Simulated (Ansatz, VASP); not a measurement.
**One calculation of Be2C, two programs**

Contents of INCAR:

```
  PREC = Accurate
  ENCUT = 600
  EDIFF = 1E-6
  ISMEAR = 0
  SIGMA = 0.01
  LREAL = F
  LASPH = T
  NELM = 120
  ALGO = Normal
  ISIF = 2
  LWAVE = F
  LCHARG = T
  GGA = PS
  LELF = T
  LVHAR = T
  NBANDS = 11
  GGA_COMPAT = F
```

File KPOINTS:

```
Automatic mesh
0
Gamma
  8 8 8
```

File POSCAR:

```
Be2C
1.0
    0.0000000000      2.1650000000      2.1650000000
    2.1650000000      0.0000000000      2.1650000000
    2.1650000000      2.1650000000      0.0000000000
Be C
2 1
Direct
    0.2500000000      0.2500000000      0.2500000000
    0.7500000000      0.7500000000      0.7500000000
    0.0000000000      0.0000000000      0.0000000000
```

Input for Ansatz:

```yaml
crystal:
  lattice:
    - [0.0, 2.165, 2.165]
    - [2.165, 0.0, 2.165]
    - [2.165, 2.165, 0.0]
  atoms:
    - { symbol: Be, position: [0.25, 0.25, 0.25] }
    - { symbol: Be, position: [0.75, 0.75, 0.75] }
    - { symbol: C, position: [0.0, 0.0, 0.0] }
kpoints:
  mp_grid: { grid: [8, 8, 8] }
scf:
  occupations: { method: fixed }
hamiltonian:
  xc: pbesol
  pseudopotentials: { kind: all_electron, lapw: { basis_error: 0.001 } }
output:
  forces: true
  stress: true
  eigenvalues: true
  eigenstates:
    nscf_kmesh: { grid: [14, 14, 14] }
    de_dk: true
    e_range: [-9, 11.07376]
  optics:
    e_range: [0, 20]
    de: 0.2
    sigma: 0.15
    bands: { spectra_wanted_up_to: 20 }
    nscf_kmesh: { grid: [14, 14, 14] }
checkpoint:
  write: ck
  write_wavefunctions: false
```

Alike in both runs: task single point; functional PBEsol; k mesh 8 × 8 × 8; no spin polarisation.

|  | VASP | Ansatz |
| --- | --- | --- |
| version | VASP 6.6.1 | Ansatz 0.2.0 |
| potentials or method | VASP PAW PBE potentials, release 64 (Be, C), cutoff 600 eV | all-electron LAPW, scalar-relativistic |
| occupations | gaussian, width 0.01 eV | fixed |

|  | VASP | Ansatz | Ansatz less VASP |
| --- | --- | --- | --- |
| gap on the k mesh at the Fermi level (eV) | 1.06 | 1.07 | +0.011 |
| pressure (GPa) | -2.1 | -2.9 | -0.72 |

VASP's potentials were made for PBE, not for PBEsol. Ansatz ran all-electron here, and VASP with PAW potentials.
